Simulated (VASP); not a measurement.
# AlCr2C (P6_3/mmc) in VASP: further runs, part 2 of 2

VASP 6.6.1. The steps go on from the part before.

### Step 3. Relaxation of shape and atoms at fixed volume, PBEsol (10.46 Å³/atom)

This run uses another cell than the first one, of 10.46 Å³/atom.

Contents of INCAR:

```
PREC = Accurate
ENCUT = 600
EDIFF = 1E-6
ISMEAR = 0
SIGMA = 0.1
LREAL = F
LASPH = T
NELM = 100
ALGO = Normal
ISIF = 4
LWAVE = F
LCHARG = F
GGA = PS
IBRION = 2
NSW = 50
EDIFFG = -0.01
```

Contents of KPOINTS:

```
regular mesh
0
Gamma
  12 12 4
```

Contents of POSCAR:

```
AlCr2C
1.0
    2.7851705267      0.0000000000      0.0000000000
   -1.3925852633      2.4120284300      0.0000000000
    0.0000000000      0.0000000000     12.4557851879
Al Cr C
2 4 2
Direct
    0.6666666667      0.3333333333      0.2500000000
    0.3333333333      0.6666666667      0.7500000000
    0.3333333333      0.6666666667      0.4156140080
    0.6666666667      0.3333333333      0.9156140080
    0.6666666667      0.3333333333      0.5843859920
    0.3333333333      0.6666666667      0.0843859920
    0.0000000000      0.0000000000      0.5000000000
    0.0000000000      0.0000000000      0.0000000000
```

Potentials or basis: VASP PAW PBE potentials, release 64 (Al, Cr_pv, C).

Run with:

```bash
$ cat potpaw_PBE.64/Al/POTCAR potpaw_PBE.64/Cr_pv/POTCAR potpaw_PBE.64/C/POTCAR > POTCAR
$ mpirun -np 1 vasp_std > vasp.out
```

OUTCAR:

```text
PREC = Accurate
   ENCUT = 600
   EDIFF = 1E-6
   ISMEAR = 0
   LREAL = F
   LASPH = T
   NELM = 100
   ISIF = 4
   GGA = PS
   IBRION = 2
   NSW = 50
   EDIFFG = -0.01

 ion  position               nearest neighbor table
   1  0.667  0.333  0.250-   3 2.62   6 2.62   3 2.62   6 2.62   3 2.62   6 2.62
   2  0.333  0.667  0.750-   4 2.62   5 2.62   4 2.62   5 2.62   4 2.62   5 2.62
   3  0.333  0.667  0.416-   7 1.92   7 1.92   7 1.92   1 2.62   1 2.62   1 2.62   5 2.65   5 2.65
                             5 2.65
   4  0.667  0.333  0.916-   8 1.92   8 1.92   8 1.92   2 2.62   2 2.62   2 2.62   6 2.65   6 2.65
                             6 2.65
   5  0.667  0.333  0.584-   7 1.92   7 1.92   7 1.92   2 2.62   2 2.62   2 2.62   3 2.65   3 2.65
                             3 2.65
   6  0.333  0.667  0.084-   8 1.92   8 1.92   8 1.92   1 2.62   1 2.62   1 2.62   4 2.65   4 2.65
                             4 2.65
[... 294 lines left out ...]

  energy without entropy =      -70.19180958  energy(sigma->0) =      -70.20643406

 E-fermi :  10.5789     XC(G=0): -12.8866

 val. band max:       10.5665716508   @ k =   0.4167   0.0833   0.2500
 cond. band min:      10.5801883943   @ k =   0.4167   0.0833   0.0000
 fundamental gap:      0.0136167435
 Fermi energy:        10.5789053528

 k-point     1 :       0.0000    0.0000    0.0000
  band No.  band energies     occupation
      1     -32.6939      2.00000
      2     -32.6918      2.00000
      3     -32.4148      2.00000
      4     -32.4148      2.00000
      5     -32.4148      2.00000
      6     -32.4148      2.00000
[... 949 lines left out ...]
     36      11.4734      0.00000
     37      11.6683      0.00000

 [... further k-points ...]

------------------------ aborting loop because EDIFF is reached ----------------------------------------

  FORCE on cell =-STRESS in cart. coord.  units (eV):
  Direction    XX          YY          ZZ          XY          YZ          ZX
  --------------------------------------------------------------------------------------
  -------------------------------------------------------------------------------------
  Total        3.3730868      3.3730868      3.3768473      0.0000000      0.0000000     -0.0000000
  in kB       64.5851652     64.5851652     64.6571693      0.0000000      0.0000000     -0.0000000
  external PRESSURE =      64.6091665 kB  Pullay stress =       0.0000000 kB
[... 23 lines left out ...]
  FREE ENERGIE OF THE ION-ELECTRON SYSTEM (eV)
  ---------------------------------------------------
  free  energy   TOTEN  =       -70.2210585475 eV

  energy  without entropy=      -70.1918095825  energy(sigma->0) =      -70.20643406

 reached required accuracy - stopping structural energy minimisation
```

OSZICAR:

```text
N       E                     dE             d eps       ncg     rms          rms(c)
DAV:   1     0.804082126537E+03    0.80408E+03   -0.36868E+04  4218   0.211E+03
DAV:   2    -0.546631039102E+01   -0.80955E+03   -0.79173E+03  4218   0.598E+02
DAV:   3    -0.831112877484E+02   -0.77645E+02   -0.75604E+02  5680   0.173E+02
[... 29 lines left out ...]
DAV:   4    -0.702210882749E+02    0.32418E-04   -0.17755E-04  5943   0.149E-01    0.728E-02
DAV:   5    -0.702210597661E+02    0.28509E-04   -0.12715E-04  5781   0.103E-01    0.228E-02
DAV:   6    -0.702210597300E+02    0.36145E-07   -0.33089E-05  5764   0.428E-02    0.147E-02
DAV:   7    -0.702210586275E+02    0.11025E-05   -0.35338E-06  3524   0.174E-02    0.101E-02
DAV:   8    -0.702210585475E+02    0.80020E-07   -0.28492E-06  3228   0.169E-02
   3 F= -.70221059E+02 E0= -.70206434E+02  d E =-.124078E-01
```

CONTCAR:

```text
AlCr2C
   1.00000000000000
     2.7849303090350870    0.0000000000011196    0.0000000000000000
    -1.3924651544665780    2.4118203953994239    0.0000000000000000
     0.0000000000000000    0.0000000000000000   12.4579340593922225
  Al              Cr              C
     2     4     2
Direct
     0.6666666667000030    0.3333333332999970    0.2500000000000000
     0.3333333332999970    0.6666666667000030    0.7500000000000000
     0.3333333332999970    0.6666666667000030    0.4143837363953096
     0.6666666667000030    0.3333333332999970    0.9143837363953096
     0.6666666667000030    0.3333333332999970    0.5856162636046904
     0.3333333332999970    0.6666666667000030    0.0856162636046904
     0.0000000000000000    0.0000000000000000    0.5000000000000000
     0.0000000000000000    0.0000000000000000    1.0000000000000000

  0.00000000E+00  0.00000000E+00  0.00000000E+00
  0.00000000E+00  0.00000000E+00  0.00000000E+00
  0.00000000E+00  0.00000000E+00  0.00000000E+00
  0.00000000E+00  0.00000000E+00  0.00000000E+00
  0.00000000E+00  0.00000000E+00  0.00000000E+00
  0.00000000E+00  0.00000000E+00  0.00000000E+00
  0.00000000E+00  0.00000000E+00  0.00000000E+00
  0.00000000E+00  0.00000000E+00  0.00000000E+00
```

It took 5.3 min on 1 thread of AMD EPYC 9R45 (Zen 5), shared host; peak memory 0.32 GiB.

Results:

| Quantity | Value |
| --- | --- |
| Free energy | -70.2211 eV |
| Energy gained by relaxing | 1.6 meV/atom |
| Ionic steps | 3 |
| Pressure after relaxing | 6.5 GPa |
| Band gap on the k mesh | zero (bands 31 and 32 overlap by 0.90 eV) |

The path:
```csv
step,energy change (eV),largest force (eV/Å),pressure (GPa),volume (Å³)
1,0.0000,0.4077,7.94,83.68
2,-0.0114,0.1125,6.09,83.68
3,-0.0124,0.0010,6.46,83.68
```

Final structure:
```
Al Cr C
1.0
     2.78493    0.00000    0.00000
    -1.39247    2.41182    0.00000
     0.00000    0.00000   12.45793
Al Cr C
2 4 2
Direct
  0.66667 0.33333 0.25000
  0.33333 0.66667 0.75000
  0.33333 0.66667 0.41438
  0.66667 0.33333 0.91438
  0.66667 0.33333 0.58562
  0.33333 0.66667 0.08562
  0.00000 0.00000 0.50000
  0.00000 0.00000 0.00000
```

Caveat: the PAW data sets were made with another functional, which shifts forces and pressure a little; the run has no spin polarisation, though such a crystal can be magnetic. Spin polarisation is off, so any magnetic state and its effect on volume and gap are missing.

The gap in the log of VASP goes by the Fermi energy; the results here count the filled bands.